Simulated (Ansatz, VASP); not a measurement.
## One calculation of C, two programs

```xyz
2
Lattice="2.0986 -1.2117 0.0000 2.0986 1.2117 0.0000 -1.3604 0.0000 3.4555" Properties=species:S:1:pos:R:3 pbc="T T T"
C     3.4976    0.0000    0.0003
C    -0.6609    0.0000    3.4552
```

Alike in both runs: task single point; functional PBEsol; k mesh 14 × 14 × 8; occupations gaussian, width 0.15 eV; no spin polarisation.

|  | VASP | Ansatz |
| --- | --- | --- |
| version | VASP 6.6.1 | Ansatz 0.2.0 |
| potentials or method | VASP PAW PBE potentials, release 64 (C), cutoff 520 eV | plane waves, PAW |
| valence electrons in the cell | 8 | 8 |

VASP gave:

```
pressure (GPa)                                                : 13.5
traceless stress, the component that is largest in VASP (GPa) : -12.97
```

Question: What did Ansatz give for the same quantities?

Answer: Pressure (GPa): 12.9; traceless stress, the component that is largest in VASP (GPa): -12.19.

VASP's potentials were made for PBE, not for PBEsol.
